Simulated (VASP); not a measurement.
Write the native input for VASP 6.6.1 that does the following.

* Task: single point
* Functional: PBE-based screened hybrid with 30 % exact exchange
* Potentials or basis: VASP PAW PBE potentials, release 64 (Ga_d, N)
* Cutoff: 520 eV
* k mesh: 6 × 6 × 6
* Occupations: gaussian, width 0.01 eV
* Spin: no spin polarisation
* Dipole correction: no
* Grid for exact exchange (PRECFOCK): Normal
* Share of exact exchange: 0.3
* Further INCAR settings: ALGO = Normal; EDIFF = 1e-06; NBANDS = 16
* Screening parameter: 0.2078 1/Å

GaN:

```
Ga N
1.0
     0.00000    2.10852    2.10852
     2.10852    0.00000    2.10852
     2.10852    2.10852    0.00000
Ga N
1 1
Direct
  0.50000 0.50000 0.50000
  0.00000 0.00000 0.00000
```

One way to write it, as run:

POSCAR

```
GaN
1.0
    0.0000000000      2.1085153689      2.1085153689
    2.1085153689      0.0000000000      2.1085153689
    2.1085153689      2.1085153689      0.0000000000
Ga N
1 1
Direct
    0.5000000000      0.5000000000      0.5000000000
    0.0000000000      0.0000000000      0.0000000000
```

INCAR.step1

```
PREC = Accurate ; ENCUT = 520
EDIFF = 1E-5 ; ISMEAR = 0
SIGMA = 0.01 ; LREAL = False
LASPH = True ; NELM = 100
ALGO = Normal ; ISIF = 2
LWAVE = True ; GGA = PE
NBANDS = 16
```

INCAR.step2

```
PREC = Accurate ; ENCUT = 520
EDIFF = 1E-6 ; ISMEAR = 0
SIGMA = 0.01 ; LREAL = False
LASPH = True ; NELM = 100
ALGO = Normal ; ISIF = 2
LWAVE = False ; LCHARG = True
GGA = PE ; LHFCALC = True
AEXX = 0.3 ; HFSCREEN = 0.2078
PRECFOCK = Normal ; LELF = True
LVHAR = True ; ISTART = 1
NBANDS = 16
```

KPOINTS

```
Automatic mesh
0
Gamma
  6 6 6
```

Potentials or basis: VASP PAW PBE potentials, release 64 (Ga_d, N).

Run with:

```bash
$ cat potpaw_PBE.64/Ga_d/POTCAR potpaw_PBE.64/N/POTCAR > POTCAR
$ cp INCAR.step1 INCAR
$ mpirun -np 1 vasp_std > vasp.out
$ cp INCAR.step2 INCAR
$ mpirun -np 1 vasp_std > vasp.out
```

It gave:

* Pressure: -2.2 GPa
* Band gap on the k mesh: 2.16 eV (least direct gap 4.44 eV)

Caveat: the k points lie up to 0.43 Å⁻¹ apart; the PAW data sets were made with another functional, which shifts forces and pressure a little.

It took 29 min on 1 thread of Intel(R) Xeon(R) Platinum 8375C CPU @ 2.90GHz (Ice Lake) (shared host), peak memory 0.25 GiB.
